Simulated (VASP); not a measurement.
# YSi2Os2 (I4/mmm) in VASP: single point with LDA

Aim: the single point of YSi2Os2 with LDA.

Everything below comes from runs of VASP 6.6.1. Logs are shortened: lines on timing, memory, paths and dates and some standing lists are left out, and cuts for length are marked.

### 1 The cell of the first run

Symmetry: I4/mmm, No. 139, tetragonal system. The conventional cell has a = 4.105 Å, b = 4.105 Å, c = 9.560 Å, α = 90.00°, β = 90.00°, γ = 90.00°. Y (site symmetry 4/mmm) has 10 Si at 3.15 to 3.56 Å and 8 Os at 3.15 Å and 4 Y at 4.11 Å within 4.2 Å. Within 3.2 Å of Si (site symmetry 4mm) lie 4 Os at 2.36 Å and 1 Si at 2.43 Å and 4 Y at 3.15 Å. Os (site symmetry -4m2) has 4 Si at 2.36 Å and 4 Os at 2.90 Å and 4 Y at 3.15 Å within 3.2 Å.

### 2 Single point, LDA

INCAR

```
ALGO = Fast ; EDIFF = 1E-7
ENCUT = 520 ; GGA = CA
ISIF = 2 ; ISMEAR = 0
LASPH = True ; LCHARG = False
LREAL = False ; LWAVE = False
NBANDS = 26 ; NELM = 100
PREC = Accurate ; SIGMA = 0.1
```

KPOINTS

```
k-points
0
Gamma
  12 12 12
```

POSCAR

```
YSi2Os2
1.0
   -2.0525270940      2.0525270940      4.7802225343
    2.0525270940     -2.0525270940      4.7802225343
    2.0525270940      2.0525270940     -4.7802225343
Y Si Os
1 2 2
Direct
    0.0000000000      0.0000000000      0.0000000000
    0.3726640170      0.3726640170      0.0000000000
    0.6273359830      0.6273359830      0.0000000000
    0.7500000000      0.2500000000      0.5000000000
    0.2500000000      0.7500000000      0.5000000000
```

Potentials or basis: VASP PAW LDA potentials, release 64 (Y_sv, Si, Os).

Run with:

```sh
cat potpaw_LDA.64/Y_sv/POTCAR potpaw_LDA.64/Si/POTCAR potpaw_LDA.64/Os/POTCAR > POTCAR
mpirun -np 1 vasp_std > vasp.out
```

OUTCAR:

```text
EDIFF = 1E-7
   ENCUT = 520
   GGA = CA
   ISIF = 2
   ISMEAR = 0
   LASPH = True
   LREAL = False
   NELM = 100
   PREC = Accurate

 ion  position               nearest neighbor table
   1  0.000  0.000  0.000-   3 3.15   3 3.15   3 3.15   2 3.15   3 3.15   2 3.15   2 3.15   2 3.15
                             5 3.15   4 3.15   5 3.15   4 3.15   4 3.15   4 3.15   5 3.15   5 3.15
   2  0.373  0.373  0.000-   4 2.36   5 2.36   5 2.36   4 2.36   3 2.43   1 3.15   1 3.15   1 3.15
                             1 3.15   1 3.56
   3  0.627  0.627  0.000-   5 2.36   4 2.36   4 2.36   5 2.36   2 2.43   1 3.15   1 3.15   1 3.15
                             1 3.15   1 3.56
   4  0.750  0.250  0.500-   2 2.36   3 2.36   2 2.36   3 2.36   5 2.90   5 2.90   5 2.90   5 2.90
                             1 3.15   1 3.15   1 3.15   1 3.15
   5  0.250  0.750  0.500-   2 2.36   3 2.36   2 2.36   3 2.36   4 2.90   4 2.90   4 2.90   4 2.90
                             1 3.15   1 3.15   1 3.15   1 3.15

  LATTYP: Found a body centered tetragonal cell.
 ALAT       =     4.1050541880
 C/A-ratio  =     2.3289449130

  Lattice vectors:

 A1 = (  -2.0525270940,   2.0525270940,   4.7802225343)
 A2 = (   2.0525270940,  -2.0525270940,   4.7802225343)
 A3 = (   2.0525270940,   2.0525270940,  -4.7802225343)

Analysis of symmetry for initial positions (statically):
=====================================================================
 Subroutine PRICEL returns:
 Original cell was already a primitive cell.

 Routine SETGRP: Setting up the symmetry group for a
 body centered tetragonal supercell.

 Subroutine GETGRP returns: Found 16 space group operations
 (whereof 16 operations were pure point group operations)
 out of a pool of 16 trial point group operations.

The static configuration has the point symmetry D_4h.

Analysis of symmetry for dynamics (positions and initial velocities):
=====================================================================
 Subroutine PRICEL returns:
 Original cell was already a primitive cell.

 Routine SETGRP: Setting up the symmetry group for a
 body centered tetragonal supercell.

 Subroutine GETGRP returns: Found 16 space group operations
 (whereof 16 operations were pure point group operations)
 out of a pool of 16 trial point group operations.

The dynamic configuration has the point symmetry D_4h.

 Subroutine INISYM returns: Found 16 space group operations
[... 98 lines left out ...]
   LNONCOLLINEAR =      F non collinear calculations
   LSORBIT =      F    spin-orbit coupling
   LASPH  =      T    aspherical Exc in radial PAW
   ENCUT  =  520.0 eV  38.22 Ry    6.18 a.u.  10.40 10.40 10.40*2*pi/ulx,y,z
   NELM   =    100;   NELMIN=  2; NELMDL= -5     # of ELM steps
   EDIFF  = 0.1E-06   stopping-criterion for ELM
   LREAL  =      F    real-space projection
   EDIFFG = 0.1E-05   stopping-criterion for IOM
   NSW    =      0    number of steps for IOM
   IBRION =     -1    ionic relax: 0-MD 1-quasi-New 2-CG
   NFREE  =      0    steps in history (QN), initial steepest desc. (CG)
   ISIF   =      2    stress and relaxation
   ISYM   =      2    0-nonsym 1-usesym 2-fastsym
   POTIM  = 0.5000    time-step for ionic-motion
   TEBEG  =    0.0;   TEEND  =   0.0 temperature during run
   PSTRESS=    0.0 pullay stress
   NELECT =      35.0000    total number of electrons
   NUPDOWN=      -1.0000    fix difference up-down
   EMIN   =  10.00;   EMAX   =-10.00  energy-range for DOS
   EFERMI =   0.00;   METHOD = LEGACY
   ISMEAR =     0;   SIGMA  =   0.10  broadening in eV -4-tet -1-fermi 0-gaus
   EFERMI_NEDOS =   21; number of points for ismear=-14 and -15
   IALGO  =     68    algorithm
   IMIX   =      4    mixing-type and parameters
     AMIX     =   0.40;   BMIX     =  1.00
     AMIX_MAG =   1.60;   BMIX_MAG =  1.00
  volume/ion in A,a.u.               =      16.11       108.72
  Fermi-wavevector in a.u.,A,eV,Ry     =   1.239944  2.343155 20.918442  1.537462
  Thomas-Fermi vector in A             =   2.374406
   LORBIT       =      0    0 simple, 1 ext, 2 COOP (PROOUT), +10 PAW based schemes
   GGA     = CA    functional components
   LHFCALC =     F    Hartree Fock is set to
   AEXX    =    0.0000 exact exchange contribution
   IVDW    =     0    specifies the selected vdW correction
   LEPSILON=     F    determine dielectric tensor
   LRPA    =     F    only Hartree local field effects (RPA)
 non-spin polarized calculation
 RMM-DIIS sequential band-by-band and
 Gauss-broadening in eV      SIGMA  =   0.10
  energy-cutoff  :      520.00
  volume of cell :       80.55
 maximum number of plane-waves:      2188
 NGX is ok and might be reduce to    42
   NGX = 21   NGY = 21   NGZ = 21

 number of electron      35.0000000 magnetization

 Free energy of the ion-electron system (eV)
  ---------------------------------------------------
  ext. energy  EPLUGINS =         0.00000000
  ---------------------------------------------------
  free energy    TOTEN  =       -48.00303479 eV

  energy without entropy =      -47.98944856  energy(sigma->0) =      -47.99624168

 E-fermi :   7.5623     XC(G=0): -12.1260

 val. band max:        7.5587345375   @ k =  -0.0833   0.5000   0.0833
 cond. band min:       7.5722821138   @ k =  -0.2500   0.1667   0.0000
 fundamental gap:      0.0135475764
 Fermi energy:         7.5622897497

 k-point     1 :       0.0000    0.0000    0.0000
  band No.  band energies     occupation
      1     -34.2936      2.00000
      2     -14.4757      2.00000
      3     -14.4757      2.00000
      4     -14.4097      2.00000
      5      -3.7099      2.00000
      6      -0.3490      2.00000
[... 685 lines left out ...]
     25      13.3229      0.00000
     26      13.5798      0.00000

 [... further k-points ...]
[... 5 lines left out ...]
  --------------------------------------------------------------------------------------
  -------------------------------------------------------------------------------------
  Total        0.4734829      0.4734829      0.1597663      0.0000000     -0.0000000      0.0000000
  in kB        9.4173551      9.4173551      3.1776776      0.0000000     -0.0000000      0.0000000
  external PRESSURE =       7.3374626 kB  Pullay stress =       0.0000000 kB

 VOLUME and BASIS-vectors are now :
 -----------------------------------------------------------------------------
  energy-cutoff  :      520.00
  volume of cell :       80.55
      direct lattice vectors                 reciprocal lattice vectors
    -2.052527094  2.052527094  4.780222534     0.000000000  0.243602144  0.104597641
     2.052527094 -2.052527094  4.780222534     0.243602144  0.000000000  0.104597641
     2.052527094  2.052527094 -4.780222534     0.243602144  0.243602144  0.000000000

 POSITION                                       TOTAL-FORCE (eV/Angst)
 -----------------------------------------------------------------------------------
      0.00000      0.00000      0.00000         0.000000      0.000000     -0.000000
      0.00000      0.00000      3.56283         0.000000      0.000000      0.075611
      0.00000      0.00000      5.99761        -0.000000     -0.000000     -0.075611
      0.00000      2.05253      2.39011         0.000000      0.000000     -0.000000
      2.05253      0.00000      2.39011         0.000000      0.000000     -0.000000
 -----------------------------------------------------------------------------------
    total drift:                               -0.000000     -0.000000     -0.000000

  FREE ENERGIE OF THE ION-ELECTRON SYSTEM (eV)
  ---------------------------------------------------
  free  energy   TOTEN  =       -48.0030347906 eV

  energy  without entropy=      -47.9894485641  energy(sigma->0) =      -47.99624168
```

stdout:

```text
[... 34 lines left out ...]
```

It took 9.6 min on 1 thread of Intel Xeon Platinum 8559C (Emerald Rapids), shared host; peak memory 0.5 GiB.

Results:

| Property | Result |
| --- | --- |
| Free energy | -48.0030 eV |
| Pressure | 0.7 GPa |
| Largest force | 0.076 eV/Å |
| Band gap on the k mesh | zero (an odd number of electrons rules out a gap without spin polarisation) |

Forces on the atoms (eV/Å):
```
Y    0.000  0.000  0.000
Si   0.000  0.000  0.076
Si   0.000  0.000 -0.076
Os   0.000  0.000  0.000
Os   0.000  0.000  0.000
```

Stress tensor (GPa, compression positive):
```
0.94 0.00 0.00
0.00 0.94 0.00
0.00 0.00 0.32
```

Caveat: spin-orbit coupling is left out, which moves the levels of the heavy elements.
